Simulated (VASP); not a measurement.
# Te2Mo in VASP: further runs

Te2Mo is run at these levels: PBE+D3(BJ); tasks: single point, relaxation of the atoms.

Everything below comes from runs of VASP 6.6.1. Logs are shortened: lines on timing, memory, paths and dates and some standing lists are left out, and cuts for length are marked.

**1. The cell of the first run**

The cell holds a sheet with vacuum, 6 atoms: a = 3.520 Å, b = 3.520 Å, c = 45.010 Å, α = 90.00°, β = 90.00°, γ = 120.00°.

**2. Single point, PBE+D3(BJ)**

The input, INCAR:

```
  PREC = Accurate
  ENCUT = 520
  EDIFF = 1E-7
  ISMEAR = 0
  SIGMA = 0.02
  LREAL = F
  LASPH = T
  NELM = 100
  ALGO = Normal
  ISIF = 2
  LWAVE = F
  LCHARG = T
  LDIPOL = T
  IDIPOL = 3
  DIPOL = 0.5 0.5 0.318
  GGA = PE
  IVDW = 12
  LELF = T
  LVHAR = T
  LVACPOTAV = T
  NBANDS = 35
```

The input, KPOINTS:

```
regular mesh
0
Gamma
  12 12 1
```

The input, POSCAR:

```
Te2Mo
1.0
    3.5200000000      0.0000000000      0.0000000000
   -1.7600000000      3.0484094213      0.0000000000
    0.0000000000      0.0000000000     45.0099999985
Te Mo
4 2
Direct
    0.6666666667      0.3333333333      0.2016478176
    0.6666666667      0.3333333333      0.2820678470
    0.3333333333      0.6666666667      0.3534575919
    0.3333333333      0.6666666667      0.4338776212
    0.3333333333      0.6666666667      0.2418392225
    0.6666666667      0.3333333333      0.3936862163
```

Potentials or basis: VASP PAW PBE potentials, release 64 (Te, Mo_sv).

On the command line:

```sh
$ cat potpaw_PBE.64/Te/POTCAR potpaw_PBE.64/Mo_sv/POTCAR > POTCAR
$ mpirun -np 1 vasp_std > vasp.out
```

OUTCAR:

```text
PREC = Accurate
   ENCUT = 520
   EDIFF = 1E-7
   ISMEAR = 0
   LREAL = F
   LASPH = T
   NELM = 100
   ISIF = 2
   GGA = PE
   IVDW = 12
 IVDW          = 12

 ion  position               nearest neighbor table
   1  0.667  0.333  0.202-   5 2.72   5 2.72   5 2.72   2 3.62
   2  0.667  0.333  0.282-   5 2.72   5 2.72   5 2.72   1 3.62
   3  0.333  0.667  0.353-   6 2.72   6 2.72   6 2.72   4 3.62
   4  0.333  0.667  0.434-   6 2.72   6 2.72   6 2.72   3 3.62
   5  0.333  0.667  0.242-   1 2.72   1 2.72   1 2.72   2 2.72   2 2.72   2 2.72
   6  0.667  0.333  0.394-   4 2.72   4 2.72   4 2.72   3 2.72   3 2.72   3 2.72

  LATTYP: Found a hexagonal cell.
 ALAT       =     3.5200000000
 C/A-ratio  =    12.7869318178

  Lattice vectors:

 A1 = (   3.5200000000,   0.0000000000,   0.0000000000)
 A2 = (  -1.7600000000,   3.0484094213,   0.0000000000)
 A3 = (   0.0000000000,   0.0000000000,  45.0099999985)

Analysis of symmetry for initial positions (statically):
=====================================================================
 Subroutine PRICEL returns:
 Original cell was already a primitive cell.

 Routine SETGRP: Setting up the symmetry group for a
 hexagonal supercell.

 Subroutine GETGRP returns: Found 12 space group operations
 (whereof  6 operations were pure point group operations)
 out of a pool of 24 trial point group operations.

The static configuration has the point symmetry C_3v.
 The point group associated with its full space group is D_3d.

Analysis of symmetry for dynamics (positions and initial velocities):
=====================================================================
 Subroutine PRICEL returns:
 Original cell was already a primitive cell.

 Routine SETGRP: Setting up the symmetry group for a
 hexagonal supercell.

 Subroutine GETGRP returns: Found 12 space group operations
 (whereof  6 operations were pure point group operations)
 out of a pool of 24 trial point group operations.

The dynamic configuration has the point symmetry C_3v.
 The point group associated with its full space group is D_3d.

 Subroutine INISYM returns: Found 12 space group operations
 (whereof  6 operations are pure point group operations),
 and found     1 'primitive' translations

----------------------------------------------------------------------------------------

                                     Primitive cell

  volume of cell :     482.9754

  direct lattice vectors                    reciprocal lattice vectors
     3.520000000  0.000000000  0.000000000     0.284090909  0.164019963  0.000000000
    -1.760000000  3.048409421  0.000000000     0.000000000  0.328039926  0.000000000
     0.000000000  0.000000000 45.009999998     0.000000000  0.000000000  0.022217285

  length of vectors
     3.520000000  3.520000000 45.009999998     0.328039926  0.328039926  0.022217285

  position of ions in fractional coordinates (direct lattice)
     0.666666667  0.333333333  0.201647818
     0.666666667  0.333333333  0.282067847
     0.333333333  0.666666667  0.353457592
     0.333333333  0.666666667  0.433877621
     0.333333333  0.666666667  0.241839222
     0.666666667  0.333333333  0.393686216

  ion indices of the primitive-cell ions
   primitive index   ion index
                 1           1
                 2           2
                 3           3
                 4           4
                 5           5
                 6           6

----------------------------------------------------------------------------------------

 KPOINTS: regular mesh

Automatic generation of k-mesh.
 Grid dimensions read from file:
 generate k-points for:   12   12    1

 Generating k-lattice:

  Cartesian coordinates                     Fractional coordinates (reciprocal lattice)
     0.023674242  0.013668330  0.000000000     0.083333333  0.000000000  0.000000000
     0.000000000  0.027336660  0.000000000     0.000000000  0.083333333  0.000000000
     0.000000000  0.000000000  0.022217285     0.000000000  0.000000000  1.000000000

  Length of vectors
     0.027336660  0.027336660  0.022217285

  Shift w.r.t. Gamma in fractional coordinates (k-lattice)
     0.000000000  0.000000000  0.000000000

 Subroutine IBZKPT returns following result:
 ===========================================

 Found     19 irreducible k-points:

 Following reciprocal coordinates:
            Coordinates               Weight
  0.000000  0.000000  0.000000      1.000000
  0.083333  0.000000  0.000000      6.000000
  0.166667  0.000000  0.000000      6.000000
  0.250000  0.000000  0.000000      6.000000
  0.333333  0.000000  0.000000      6.000000
  0.416667  0.000000  0.000000      6.000000
[... 11 lines left out ...]
  0.333333  0.250000  0.000000     12.000000
  0.333333  0.333333  0.000000      2.000000
   k-points           NKPTS =     19   k-points in BZ     NKDIM =     19   number of bands    NBANDS=     35
   number of dos      NEDOS =    301   number of ions     NIONS =      6
   total plane-waves  NPLWV = 263424
   dimension x,y,z NGX =    28 NGY =   28 NGZ =  336
   dimension x,y,z NGXF=    56 NGYF=   56 NGZF=  672
   ions per type =               4   2
   NGX,Y,Z   is equivalent  to a cutoff of  13.22, 13.22, 12.41 a.u.
   NGXF,Y,Z  is equivalent  to a cutoff of  26.45, 26.45, 24.82 a.u.
 SYSTEM =  unknown system
   PREC   = accura    normal or accurate (medium, high low for compatibility)
   ISTART =      0    job   : 0-new  1-cont  2-samecut
   ICHARG =      2    charge: 1-file 2-atom 10-const
   ISPIN  =      1    spin polarized calculation?
   LNONCOLLINEAR =      F non collinear calculations
   LSORBIT =      F    spin-orbit coupling
   LASPH  =      T    aspherical Exc in radial PAW
   ENCUT  =  520.0 eV  38.22 Ry    6.18 a.u.   6.54  6.54 83.69*2*pi/ulx,y,z
   NELM   =    100;   NELMIN=  2; NELMDL= -5     # of ELM steps
   EDIFF  = 0.1E-06   stopping-criterion for ELM
   LREAL  =      F    real-space projection
   EDIFFG = 0.1E-05   stopping-criterion for IOM
   NSW    =      0    number of steps for IOM
   IBRION =     -1    ionic relax: 0-MD 1-quasi-New 2-CG
   NFREE  =      0    steps in history (QN), initial steepest desc. (CG)
   ISIF   =      2    stress and relaxation
   ISYM   =      2    0-nonsym 1-usesym 2-fastsym
   POTIM  = 0.5000    time-step for ionic-motion
   TEBEG  =    0.0;   TEEND  =   0.0 temperature during run
   PSTRESS=    0.0 pullay stress
   NELECT =      52.0000    total number of electrons
   NUPDOWN=      -1.0000    fix difference up-down
   EMIN   =  10.00;   EMAX   =-10.00  energy-range for DOS
   EFERMI =   0.00;   METHOD = LEGACY
   ISMEAR =     0;   SIGMA  =   0.02  broadening in eV -4-tet -1-fermi 0-gaus
   EFERMI_NEDOS =   21; number of points for ismear=-14 and -15
   IALGO  =     38    algorithm
   IMIX   =      4    mixing-type and parameters
     AMIX     =   0.40;   BMIX     =  1.00
     AMIX_MAG =   1.60;   BMIX_MAG =  1.00
  volume/ion in A,a.u.               =      80.50       543.21
  Fermi-wavevector in a.u.,A,eV,Ry     =   0.778815  1.471747  8.252651  0.606553
  Thomas-Fermi vector in A             =   1.881789
   LORBIT       =      0    0 simple, 1 ext, 2 COOP (PROOUT), +10 PAW based schemes
   GGA     = PE    functional components
   LHFCALC =     F    Hartree Fock is set to
   AEXX    =    0.0000 exact exchange contribution
   IVDW    =    12    specifies the selected vdW correction
   LEPSILON=     F    determine dielectric tensor
   LRPA    =     F    only Hartree local field effects (RPA)
 non-spin polarized calculation
 Gauss-broadening in eV      SIGMA  =   0.02
  energy-cutoff  :      520.00
  volume of cell :      482.98
 maximum number of plane-waves:     13187
 NGX is ok and might be reduce to    28
   NGX = 13   NGY = 13   NGZ =167

 number of electron      51.9999994 magnetization

 dipolmoment           0.000000      0.000000     -0.000001 electrons x Angstroem

 Free energy of the ion-electron system (eV)
  ---------------------------------------------------
  ext. energy  EPLUGINS =         0.00000000
  ---------------------------------------------------
  free energy    TOTEN  =       -35.98551892 eV

  energy without entropy =      -35.98551892  energy(sigma->0) =      -35.98551892

 E-fermi :  -0.5650     XC(G=0):  -3.4880

 val. band max:       -0.6484478449   @ k =   0.0000   0.0000   0.0000
 cond. band min:       0.1889659895   @ k =   0.2500   0.1667   0.0000
 fundamental gap:      0.8374138344
 Fermi energy:        -0.5649634333

 k-point     1 :       0.0000    0.0000    0.0000
  band No.  band energies     occupation
      1     -61.5321      2.00000
      2     -61.5321      2.00000
      3     -35.6972      2.00000
      4     -35.6972      2.00000
      5     -35.5719      2.00000
      6     -35.5719      2.00000
[... 27 lines left out ...]
     34       2.6279      0.00000
     35       3.4199      0.00000

 k-point     2 :       0.0833    0.0000    0.0000
  band No.  band energies     occupation
      1     -61.5314      2.00000
      2     -61.5314      2.00000
      3     -35.6953      2.00000
      4     -35.6953      2.00000
      5     -35.5807      2.00000
      6     -35.5807      2.00000
[... 27 lines left out ...]
     34       2.4723      0.00000
     35       3.5707      0.00000

 k-point     3 :       0.1667    0.0000    0.0000
  band No.  band energies     occupation
      1     -61.5296      2.00000
      2     -61.5296      2.00000
      3     -35.6901      2.00000
      4     -35.6900      2.00000
      5     -35.6044      2.00000
      6     -35.6044      2.00000
[... 27 lines left out ...]
     34       2.6298      0.00000
     35       3.8969      0.00000
[... 533 lines left out ...]
 k-point    18 :       0.3333    0.2500    0.0000
  band No.  band energies     occupation
      1     -61.5215      2.00000
      2     -61.5215      2.00000
      3     -35.6785      2.00000
      4     -35.6785      2.00000
      5     -35.6660      2.00000
      6     -35.6660      2.00000
[... 27 lines left out ...]
     34       3.1599      0.00000
     35       4.0306      0.00000

 k-point    19 :       0.3333    0.3333    0.0000
  band No.  band energies     occupation
      1     -61.5212      2.00000
      2     -61.5212      2.00000
      3     -35.6695      2.00000
      4     -35.6695      2.00000
      5     -35.6651      2.00000
      6     -35.6651      2.00000
[... 27 lines left out ...]
     34       3.1021      0.00000
     35       3.8383      0.00000

------------------------ aborting loop because EDIFF is reached ----------------------------------------

 vacuum level on the upper side and lower side of the slab       (xc-potential included)        -0.089        -0.089

 Edisp (eV)   -2.82113

 E8    (eV) :    -1.3371

  FORCE on cell =-STRESS in cart. coord.  units (eV):
  Direction    XX          YY          ZZ          XY          YZ          ZX
  --------------------------------------------------------------------------------------
  -------------------------------------------------------------------------------------
  Total      -0.80596    -0.80596     0.05899     0.00000     0.00000    -0.00000
  in kB      -2.67362    -2.67362     0.19567     0.00000     0.00000    -0.00000
  external pressure =       -1.72 kB  Pullay stress =        0.00 kB

 VOLUME and BASIS-vectors are now :
 -----------------------------------------------------------------------------
  energy-cutoff  :      520.00
  volume of cell :      482.98
      direct lattice vectors                 reciprocal lattice vectors
     3.520000000  0.000000000  0.000000000     0.284090909  0.164019963  0.000000000
    -1.760000000  3.048409421  0.000000000     0.000000000  0.328039926  0.000000000
     0.000000000  0.000000000 45.009999998     0.000000000  0.000000000  0.022217285

 POSITION                                       TOTAL-FORCE (eV/Angst)
 -----------------------------------------------------------------------------------
      1.76000      1.01614      9.07617         0.000000     -0.000000     -0.011354
      1.76000      1.01614     12.69587         0.000000      0.000000      0.014801
     -0.00000      2.03227     15.90913         0.000000      0.000000     -0.014801
     -0.00000      2.03227     19.52883        -0.000000      0.000000      0.011354
     -0.00000      2.03227     10.88518        -0.000000      0.000000     -0.002122
      1.76000      1.01614     17.71982         0.000000     -0.000000      0.002122
 -----------------------------------------------------------------------------------
    total drift:                               -0.000000      0.000000     -0.000028

  FREE ENERGIE OF THE ION-ELECTRON SYSTEM (eV)
  ---------------------------------------------------
  free  energy   TOTEN  =       -38.8066479985 eV

  energy  without entropy=      -38.8066479985  energy(sigma->0) =      -38.80664800

 vacuum level on the upper side and lower side of the slab         3.989         3.989
```

Wall time 11 min (1 thread of Intel Xeon Platinum 8488C (Sapphire Rapids), shared host); peak memory 0.71 GiB.

What came out:

```yaml
Free_energy: -38.8066 eV
Largest_force: 0.015 eV/Å
Band_gap_on_the_k_mesh: 0.84 eV (least direct gap 1.09 eV)
Dispersion_energy_per_atom: -0.470 eV
Ionisation_potential_of_the_upper_face: 4.64 eV
```

Forces on the atoms (eV/Å):
```
Te   0.000  0.000 -0.011
Te   0.000  0.000  0.015
Te   0.000  0.000 -0.015
Te   0.000  0.000  0.011
Mo   0.000  0.000 -0.002
Mo   0.000  0.000  0.002
```

Caveat: spin-orbit coupling is left out, which moves the levels of the heavy elements.

**3. Relaxation of the atoms, PBE+D3(BJ)**

This run uses another cell than the first one.

The input, INCAR:

```
SYSTEM = Te2Mo
PREC = Accurate
ENCUT = 520
EDIFF = 1E-6
ISMEAR = 0
SIGMA = 0.02
LREAL = .FALSE.
LASPH = .TRUE.
NELM = 100
ALGO = Normal
ISIF = 2
LWAVE = .FALSE.
LCHARG = .FALSE.
LDIPOL = .TRUE.
IDIPOL = 3
DIPOL = 0.5 0.5 0.500
GGA = PE
IVDW = 12
IBRION = 2
NSW = 100
EDIFFG = -0.005
```

The input, KPOINTS:

```
Automatic mesh
0
G
  12 12 1
  0 0 0
```

The input, POSCAR:

```
Te2Mo
1.0
    3.5200000000      0.0000000000      0.0000000000
   -1.7600000000      3.0484094213      0.0000000000
    0.0000000000      0.0000000000     28.6050000000
Te Mo
4 2
Direct
    0.6666666667      0.3333333333      0.3146303094
    0.6666666667      0.3333333333      0.4411816116
    0.3333333333      0.6666666667      0.5588183884
    0.3333333333      0.6666666667      0.6853696906
    0.3333333333      0.6666666667      0.3779059605
    0.6666666667      0.3333333333      0.6220940395
```

Potentials or basis: VASP PAW PBE potentials, release 64 (Te, Mo_sv).

On the command line:

```sh
$ cat potpaw_PBE.64/Te/POTCAR potpaw_PBE.64/Mo_sv/POTCAR > POTCAR
$ mpirun -np 1 vasp_std > vasp.out
```

It took 21 min on 1 thread of Intel Xeon Platinum 8488C (Sapphire Rapids), shared host; peak memory 0.54 GiB.

The run converged. Its results:

```
Free energy                  : -38.8102 eV
Energy gained by relaxing    : 1.1 meV/atom
Ionic steps                  : 14
Largest force after relaxing : 0.005 eV/Å
Band gap on the k mesh       : 0.84 eV (least direct gap 1.09 eV)
Dispersion energy per atom   : -0.471 eV
```

Forces in eV/Å, atoms in the order of the input:
```
Te   0.000  0.000  0.000
Te   0.000  0.000 -0.004
Te   0.000  0.000  0.004
Te   0.000  0.000  0.000
Mo   0.000  0.000  0.005
Mo   0.000  0.000 -0.005
```

The path:
```tsv
step	energy change (eV)	largest force (eV/Å)	pressure (GPa)
1	0.0000	0.0881	-0.34
2	-0.0005	0.0431	-0.40
3	-0.0006	0.0715	-0.45
4	-0.0009	0.0458	-0.49
5	-0.0010	0.0763	-0.51
6	-0.0014	0.0712	-0.50
7	-0.0025	0.0555	-0.46
8	-0.0042	0.0413	-0.37
9	-0.0057	0.0952	-0.20
10	-0.0062	0.0663	-0.22
11	-0.0066	0.0444	-0.25
12	-0.0067	0.0558	-0.26
13	-0.0069	0.0100	-0.30
14	-0.0069	0.0047	-0.30
```

Final structure:
```cif
data_structure
_symmetry_space_group_name_H-M 'P 1'
_symmetry_Int_Tables_number 1
_cell_length_a 3.5200
_cell_length_b 3.5200
_cell_length_c 28.6050
_cell_angle_alpha 90.000
_cell_angle_beta 90.000
_cell_angle_gamma 120.000
_cell_volume 306.94
loop_
_atom_site_label
_atom_site_type_symbol
_atom_site_fract_x
_atom_site_fract_y
_atom_site_fract_z
_atom_site_occupancy
Te1 Te 0.66667 0.33333 0.31725 1
Te2 Te 0.66667 0.33333 0.44387 1
Te3 Te 0.33333 0.66667 0.55613 1
Te4 Te 0.33333 0.66667 0.68275 1
Mo1 Mo 0.33333 0.66667 0.38052 1
Mo2 Mo 0.66667 0.33333 0.61948 1
```

Levels at points of the mesh, in eV from the valence-band top:
```csv
k point,band 24,band 25,band 26,band 27,band 28,band 29
"(0.00, 0.00, 0.00)",-1.06,-0.88,0.00,2.83,2.83,2.95
"(0.50, 0.00, 0.00)",-0.99,-0.60,-0.40,1.22,1.26,1.47
```

Caveat: spin-orbit coupling is left out, which moves the levels of the heavy elements.
